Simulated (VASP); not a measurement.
# Rh (Fm-3m) in VASP: notebook

Runs on Rh. Level: PBE. Tasks: single point, relaxation of cell and atoms.

All numbers are computed with VASP 6.6.1; they aren't measurements. Logs are shortened: lines on timing, memory, paths and dates and some standing lists are left out, and cuts for length are marked.

### 1 The cell of the first run

It takes space group Fm-3m (No. 225, cubic). The conventional cell has a = 3.831 Å, b = 3.831 Å, c = 3.831 Å, α = 90.00°, β = 90.00°, γ = 90.00°. Rh (site symmetry m-3m) has 12 Rh at 2.71 Å within 3.6 Å.

### 2 Single point, PBE

The input, INCAR:

```
SYSTEM = Rh
ALGO = Normal
EDIFF = 1E-6
ENCUT = 500
GGA = PE
GGA_COMPAT = .False.
ISIF = 2
ISMEAR = -1
LASPH = .True.
LCHARG = .True.
LELF = .True.
LREAL = .False.
LVHAR = .True.
LWAVE = .False.
NBANDS = 14
NELM = 120
PREC = Accurate
SIGMA = 0.1
```

The input, KPOINTS:

```
k-points
0
Gamma
  12 12 12
  0 0 0
```

The input, POSCAR:

```
Rh
1.0
    0.0000000000      1.9155135575      1.9155135575
    1.9155135575      0.0000000000      1.9155135575
    1.9155135575      1.9155135575      0.0000000000
Rh
1
Direct
    0.0000000000      0.0000000000      0.0000000000
```

Potentials or basis: VASP PAW PBE potentials, release 64 (Rh_pv).

Started as:

```console
$ cat potpaw_PBE.64/Rh_pv/POTCAR > POTCAR
$ mpirun -np 1 vasp_std > vasp.out
```

OUTCAR:

```text
SYSTEM = Rh
   EDIFF = 1E-6
   ENCUT = 500
   GGA = PE
   ISIF = 2
   ISMEAR = -1
   LASPH = .True.
   LREAL = .False.
   NELM = 120
   PREC = Accurate

 ion  position               nearest neighbor table
   1  0.000  0.000  0.000-

  LATTYP: Found a face centered cubic cell.
 ALAT       =     3.8310271150

  Lattice vectors:

 A1 = (   0.0000000000,   1.9155135575,   1.9155135575)
 A2 = (   1.9155135575,   0.0000000000,   1.9155135575)
 A3 = (   1.9155135575,   1.9155135575,   0.0000000000)

Analysis of symmetry for initial positions (statically):
=====================================================================
 Subroutine PRICEL returns:
 Original cell was already a primitive cell.

 Routine SETGRP: Setting up the symmetry group for a
 face centered cubic supercell.

 Subroutine GETGRP returns: Found 48 space group operations
 (whereof 48 operations were pure point group operations)
 out of a pool of 48 trial point group operations.

The static configuration has the point symmetry O_h .

Analysis of symmetry for dynamics (positions and initial velocities):
=====================================================================
 Subroutine PRICEL returns:
 Original cell was already a primitive cell.

 Routine SETGRP: Setting up the symmetry group for a
 face centered cubic supercell.

 Subroutine GETGRP returns: Found 48 space group operations
 (whereof 48 operations were pure point group operations)
 out of a pool of 48 trial point group operations.

The dynamic configuration has the point symmetry O_h .

 Subroutine INISYM returns: Found 48 space group operations
 (whereof 48 operations are pure point group operations),
 and found     1 'primitive' translations

----------------------------------------------------------------------------------------

                                     Primitive cell

  volume of cell :      14.0568

  direct lattice vectors                    reciprocal lattice vectors
     0.000000000  1.915513557  1.915513557    -0.261026605  0.261026605  0.261026605
     1.915513557  0.000000000  1.915513557     0.261026605 -0.261026605  0.261026605
     1.915513557  1.915513557  0.000000000     0.261026605  0.261026605 -0.261026605

  length of vectors
     2.708945252  2.708945252  2.708945252     0.452111341  0.452111341  0.452111341

  position of ions in fractional coordinates (direct lattice)
     0.000000000  0.000000000  0.000000000

  ion indices of the primitive-cell ions
   primitive index   ion index
                 1           1

----------------------------------------------------------------------------------------

 KPOINTS: k-points

Automatic generation of k-mesh.
 Grid dimensions read from file:
 generate k-points for:   12   12   12

 Generating k-lattice:

  Cartesian coordinates                     Fractional coordinates (reciprocal lattice)
    -0.021752217  0.021752217  0.021752217     0.083333333  0.000000000  0.000000000
     0.021752217 -0.021752217  0.021752217     0.000000000  0.083333333  0.000000000
     0.021752217  0.021752217 -0.021752217     0.000000000  0.000000000  0.083333333

  Length of vectors
     0.037675945  0.037675945  0.037675945

  Shift w.r.t. Gamma in fractional coordinates (k-lattice)
     0.000000000  0.000000000  0.000000000

 Subroutine IBZKPT returns following result:
 ===========================================

 Found     72 irreducible k-points:

 Following reciprocal coordinates:
            Coordinates               Weight
  0.000000  0.000000  0.000000      1.000000
  0.083333  0.000000  0.000000      8.000000
  0.166667  0.000000  0.000000      8.000000
  0.250000  0.000000  0.000000      8.000000
  0.333333  0.000000  0.000000      8.000000
  0.416667  0.000000  0.000000      8.000000
[... 16 lines left out ...]
  0.500000  0.166667  0.000000     24.000000
 -0.416667  0.166667  0.000000     24.000000
 [... further k-points ...]
   k-points           NKPTS =     72   k-points in BZ     NKDIM =     72   number of bands    NBANDS=     14
   number of dos      NEDOS =    301   number of ions     NIONS =      1
   total plane-waves  NPLWV =   8000
   dimension x,y,z NGX =    20 NGY =   20 NGZ =   20
   dimension x,y,z NGXF=    40 NGYF=   40 NGZF=   40
   ions per type =               1
   NGX,Y,Z   is equivalent  to a cutoff of  12.27, 12.27, 12.27 a.u.
   NGXF,Y,Z  is equivalent  to a cutoff of  24.55, 24.55, 24.55 a.u.
 SYSTEM =  Rh
   PREC   = accura    normal or accurate (medium, high low for compatibility)
   ISTART =      0    job   : 0-new  1-cont  2-samecut
   ICHARG =      2    charge: 1-file 2-atom 10-const
   ISPIN  =      1    spin polarized calculation?
   LNONCOLLINEAR =      F non collinear calculations
   LSORBIT =      F    spin-orbit coupling
   LASPH  =      T    aspherical Exc in radial PAW
   ENCUT  =  500.0 eV  36.75 Ry    6.06 a.u.   4.94  4.94  4.94*2*pi/ulx,y,z
   NELM   =    120;   NELMIN=  2; NELMDL= -5     # of ELM steps
   EDIFF  = 0.1E-05   stopping-criterion for ELM
   LREAL  =      F    real-space projection
   EDIFFG = 0.1E-04   stopping-criterion for IOM
   NSW    =      0    number of steps for IOM
   IBRION =     -1    ionic relax: 0-MD 1-quasi-New 2-CG
   NFREE  =      0    steps in history (QN), initial steepest desc. (CG)
   ISIF   =      2    stress and relaxation
   ISYM   =      2    0-nonsym 1-usesym 2-fastsym
   POTIM  = 0.5000    time-step for ionic-motion
   TEBEG  =    0.0;   TEEND  =   0.0 temperature during run
   PSTRESS=    0.0 pullay stress
   NELECT =      15.0000    total number of electrons
   NUPDOWN=      -1.0000    fix difference up-down
   EMIN   =  10.00;   EMAX   =-10.00  energy-range for DOS
   EFERMI =   0.00;   METHOD = LEGACY
   ISMEAR =    -1;   SIGMA  =   0.10  broadening in eV -4-tet -1-fermi 0-gaus
   EFERMI_NEDOS =   21; number of points for ismear=-14 and -15
   IALGO  =     38    algorithm
   IMIX   =      4    mixing-type and parameters
     AMIX     =   0.40;   BMIX     =  1.00
     AMIX_MAG =   1.60;   BMIX_MAG =  1.00
  volume/ion in A,a.u.               =      14.06        94.86
  Fermi-wavevector in a.u.,A,eV,Ry     =   1.672926  3.161371 38.078365  2.798681
  Thomas-Fermi vector in A             =   2.757987
   LORBIT       =      0    0 simple, 1 ext, 2 COOP (PROOUT), +10 PAW based schemes
   GGA     = PE    functional components
   LHFCALC =     F    Hartree Fock is set to
   AEXX    =    0.0000 exact exchange contribution
   IVDW    =     0    specifies the selected vdW correction
   LEPSILON=     F    determine dielectric tensor
   LRPA    =     F    only Hartree local field effects (RPA)
 non-spin polarized calculation
  energy-cutoff  :      500.00
  volume of cell :       14.06
 maximum number of plane-waves:       368
   NGX =  9   NGY =  9   NGZ =  9

 number of electron      15.0000003 magnetization

 Free energy of the ion-electron system (eV)
  ---------------------------------------------------
  ext. energy  EPLUGINS =         0.00000000
  ---------------------------------------------------
  free energy    TOTEN  =        -7.28035675 eV

  energy without entropy =       -7.23723341  energy(sigma->0) =       -7.25879508

 E-fermi :  11.4788     XC(G=0): -13.8910

 val. band max:       11.4348087684   @ k =  -0.3333   0.3333   0.0000
 cond. band min:      11.5402339196   @ k =   0.3333   0.1667   0.0000
 fundamental gap:      0.1054251512
 Fermi energy:        11.4787540268

 k-point     1 :       0.0000    0.0000    0.0000
  band No.  band energies     occupation
      1     -34.8517      2.00000
      2     -34.8517      2.00000
      3     -34.8517      2.00000
      4       3.7052      2.00000
      5       8.5216      2.00000
      6       8.5216      2.00000
      7       8.5216      2.00000
      8      10.5326      1.99984
      9      10.5326      1.99984
     10      27.5127      0.00000
     11      32.0738      0.00000
     12      32.8457      0.00000
     13      32.8457      0.00000
     14      32.8457      0.00000

 k-point     2 :       0.0833    0.0000    0.0000
  band No.  band energies     occupation
      1     -34.8985      2.00000
      2     -34.8581      2.00000
      3     -34.8581      2.00000
      4       3.9764      2.00000
      5       8.4078      2.00000
      6       8.6240      2.00000
      7       8.6240      2.00000
      8      10.4786      1.99991
      9      10.4786      1.99991
     10      27.8887      0.00000
     11      31.4587      0.00000
     12      32.0761      0.00000
     13      33.2350      0.00000
     14      33.2350      0.00000

 k-point     3 :       0.1667    0.0000    0.0000
  band No.  band energies     occupation
      1     -35.0253      2.00000
      2     -34.8754      2.00000
      3     -34.8754      2.00000
      4       4.7002      2.00000
      5       8.2043      2.00000
      6       8.8312      2.00000
      7       8.8312      2.00000
      8      10.4343      1.99994
      9      10.4343      1.99994
     10      28.6066      0.00000
     11      29.1557      0.00000
     12      32.0742      0.00000
     13      34.3093      0.00000
     14      34.3093      0.00000
[... 324 lines left out ...]
 k-point    23 :       0.5000    0.1667    0.0000
  band No.  band energies     occupation
      1     -35.4606      2.00000
      2     -35.0465      2.00000
      3     -34.9850      2.00000
      4       6.2120      2.00000
      5       7.8717      2.00000
      6       9.1855      2.00000
      7       9.2742      2.00000
      8      12.0936      0.00426
      9      14.9790      0.00000
     10      20.4524      0.00000
     11      27.7652      0.00000
     12      30.7162      0.00000
     13      31.0719      0.00000
     14      32.0781      0.00000

 k-point    24 :      -0.4167    0.1667    0.0000
  band No.  band energies     occupation
      1     -35.4665      2.00000
      2     -35.0689      2.00000
      3     -34.9710      2.00000
      4       6.2762      2.00000
      5       7.8854      2.00000
      6       9.0984      2.00000
      7       9.5082      2.00000
      8      11.7407      0.13576
      9      15.5424      0.00000
     10      20.0316      0.00000
     11      27.4072      0.00000
     12      30.2299      0.00000
     13      31.8194      0.00000
     14      32.0760      0.00000

 [... further k-points ...]

------------------------ aborting loop because EDIFF is reached ----------------------------------------

  FORCE on cell =-STRESS in cart. coord.  units (eV):
  Direction    XX          YY          ZZ          XY          YZ          ZX
  --------------------------------------------------------------------------------------
  -------------------------------------------------------------------------------------
  Total        0.0237800      0.0237800      0.0237800     -0.0000000     -0.0000000     -0.0000000
  in kB        2.7104237      2.7104237      2.7104237     -0.0000000     -0.0000000     -0.0000000
  external PRESSURE =       2.7104237 kB  Pullay stress =       0.0000000 kB

 VOLUME and BASIS-vectors are now :
 -----------------------------------------------------------------------------
  energy-cutoff  :      500.00
  volume of cell :       14.06
      direct lattice vectors                 reciprocal lattice vectors
     0.000000000  1.915513557  1.915513557    -0.261026605  0.261026605  0.261026605
     1.915513557  0.000000000  1.915513557     0.261026605 -0.261026605  0.261026605
     1.915513557  1.915513557  0.000000000     0.261026605  0.261026605 -0.261026605

 POSITION                                       TOTAL-FORCE (eV/Angst)
 -----------------------------------------------------------------------------------
      0.00000      0.00000      0.00000         0.000000      0.000000      0.000000
 -----------------------------------------------------------------------------------
    total drift:                                0.000000      0.000000      0.000000

  FREE ENERGIE OF THE ION-ELECTRON SYSTEM (eV)
  ---------------------------------------------------
  free  energy   TOTEN  =        -7.2803567541 eV

  energy  without entropy=       -7.2372334066  energy(sigma->0) =       -7.25879508
```

Wall time 4.8 s (1 thread of Intel Xeon 6975P-C (Granite Rapids), shared host); peak memory 0.12 GiB.

Results:

```
Free energy            : -7.2804 eV
Pressure               : 0.3 GPa
Band gap on the k mesh : zero (an odd number of electrons rules out a gap without spin polarisation)
```

### 3 Relaxation of cell and atoms, PBE

This run uses another cell than the first one, of 13.67 Å³/atom.

The input, INCAR:

```
SYSTEM = Rh
PREC     = Accurate       ! precision mode
ENCUT    = 500            ! plane-wave cutoff, eV
EDIFF    = 1E-7           ! SCF threshold, eV
ISMEAR   = -1             ! smearing method
SIGMA    = 0.1            ! smearing width, eV
LREAL    = .False.        ! projectors in reciprocal space
LASPH    = .True.         ! aspherical terms in the spheres
NELM     = 120            ! most SCF steps
ALGO     = Normal         ! electronic algorithm
ISIF     = 3              ! what is computed and relaxed
LWAVE    = .False.        ! write WAVECAR
LCHARG   = .False.        ! write CHGCAR
GGA      = PE             ! functional
IBRION   = 2              ! ionic algorithm
NSW      = 80             ! ionic steps
EDIFFG   = -0.02          ! ionic threshold
GGA_COMPAT= .False.      
NELMIN   = 4
```

The input, KPOINTS:

```
regular mesh
0
Gamma
  12 12 12
  0 0 0
```

The input, POSCAR:

```
Rh
1.0
    0.0000000000      1.8978500000      1.8978500000
    1.8978500000      0.0000000000      1.8978500000
    1.8978500000      1.8978500000      0.0000000000
Rh
1
Direct
    0.0000000000      0.0000000000      0.0000000000
```

Potentials or basis: VASP PAW PBE potentials, release 64 (Rh_pv).

Started as:

```console
$ cat potpaw_PBE.64/Rh_pv/POTCAR > POTCAR
$ mpirun -np 1 vasp_std > vasp.out
```

OUTCAR:

```text
SYSTEM = Rh
   PREC = Accurate
   ENCUT = 500
   EDIFF = 1E-7
   ISMEAR = -1
   LREAL = .False.
   LASPH = .True.
   NELM = 120
   ISIF = 3
   GGA = PE
   IBRION = 2
   NSW = 80
   EDIFFG = -0.02
   NELMIN = 4

 ion  position               nearest neighbor table
   1  0.000  0.000  0.000-

  LATTYP: Found a face centered cubic cell.
 ALAT       =     3.7957000000

  Lattice vectors:

 A1 = (   0.0000000000,   1.8978500000,   1.8978500000)
 A2 = (   1.8978500000,   0.0000000000,   1.8978500000)
 A3 = (   1.8978500000,   1.8978500000,   0.0000000000)

Analysis of symmetry for initial positions (statically):
=====================================================================
 Subroutine PRICEL returns:
 Original cell was already a primitive cell.

 Routine SETGRP: Setting up the symmetry group for a
 face centered cubic supercell.

 Subroutine GETGRP returns: Found 48 space group operations
 (whereof 48 operations were pure point group operations)
 out of a pool of 48 trial point group operations.

The static configuration has the point symmetry O_h .

Analysis of symmetry for dynamics (positions and initial velocities):
[... 165 lines left out ...]
  Total        0.6628545      0.6628545      0.6628545     -0.0000000      0.0000000      0.0000000
  in kB       77.6807079     77.6807079     77.6807079     -0.0000000      0.0000000      0.0000000
  external PRESSURE =      77.6807079 kB  Pullay stress =       0.0000000 kB
[... 57 lines left out ...]
--------------------------------------- Ionic step        3  -------------------------------------------

 number of electron      15.0000003 magnetization

 Free energy of the ion-electron system (eV)
  ---------------------------------------------------
  ext. energy  EPLUGINS =         0.00000000
  ---------------------------------------------------
  free energy    TOTEN  =        -7.28022919 eV

  energy without entropy =       -7.23698754  energy(sigma->0) =       -7.25860836

 E-fermi :  11.4574     XC(G=0): -13.8832

 val. band max:       11.4136784896   @ k =  -0.3333   0.3333   0.0000
 cond. band min:      11.5188057666   @ k =   0.3333   0.1667   0.0000
 fundamental gap:      0.1051272770
 Fermi energy:        11.4574436885

 k-point     1 :       0.0000    0.0000    0.0000
  band No.  band energies     occupation
      1     -34.8706      2.00000
      2     -34.8706      2.00000
      3     -34.8706      2.00000
      4       3.6924      2.00000
      5       8.5059      2.00000
      6       8.5059      2.00000
      7       8.5059      2.00000
      8      10.5131      1.99984
      9      10.5131      1.99984
     10      27.4917      0.00000
     11      32.0573      0.00000
[... 309 lines left out ...]
 k-point    24 :      -0.4167    0.1667    0.0000
  band No.  band energies     occupation
      1     -35.4829      2.00000
      2     -35.0869      2.00000
      3     -34.9895      2.00000
      4       6.2635      2.00000
      5       7.8710      2.00000
      6       9.0818      2.00000
      7       9.4905      2.00000
      8      11.7189      0.13636
      9      15.5167      0.00000
     10      19.9990      0.00000
     11      27.3784      0.00000

 [... further k-points ...]
[... 5 lines left out ...]
  --------------------------------------------------------------------------------------
  -------------------------------------------------------------------------------------
  Total       -0.0144824     -0.0144824     -0.0144824      0.0000000      0.0000000     -0.0000000
  in kB       -1.6486873     -1.6486873     -1.6486873      0.0000000      0.0000000     -0.0000000
  external PRESSURE =      -1.6486873 kB  Pullay stress =       0.0000000 kB
[... 16 lines left out ...]
  FREE ENERGIE OF THE ION-ELECTRON SYSTEM (eV)
  ---------------------------------------------------
  free  energy   TOTEN  =        -7.2802291869 eV

  energy  without entropy=       -7.2369875413  energy(sigma->0) =       -7.25860836

 reached required accuracy - stopping structural energy minimisation
```

It took 10 s on 1 thread of Intel Xeon 6975P-C (Granite Rapids), shared host; peak memory 0.13 GiB.

Results:

```
Free energy                           : -7.2802 eV
Relaxed volume                        : 14.07 Å³/atom
Relaxed cell                          : a = 2.710 Å, b = 2.710 Å, c = 2.710 Å, α = 60.00°, β = 60.00°, γ = 60.00°
Space group after relaxing (to 0.1 Å) : Fm-3m (No. 225)
Energy gained by relaxing             : 9.2 meV/atom
Ionic steps                           : 3
Pressure after relaxing               : -0.2 GPa
Band gap on the k mesh                : zero (an odd number of electrons rules out a gap without spin polarisation)
```

The path:
| step | energy change (eV) | largest force (eV/Å) | pressure (GPa) | volume (Å³) |
| --- | --- | --- | --- | --- |
| 1 | 0.0000 | 0.0000 | 7.77 | 13.67 |
| 2 | 0.0363 | 0.0000 | -14.15 | 15.03 |
| 3 | -0.0092 | 0.0000 | -0.16 | 14.07 |

Final structure:
```yaml
crystal:
  lattice:
    - [0.00000, 1.91629, 1.91629]
    - [1.91629, 0.00000, 1.91629]
    - [1.91629, 1.91629, 0.00000]
  atoms:
    - { symbol: Rh, position: [0.00000, 0.00000, 0.00000] }
```

PBE usually gives volumes a little too large and moduli too small. Zero-point motion and thermal expansion aren't in these numbers.
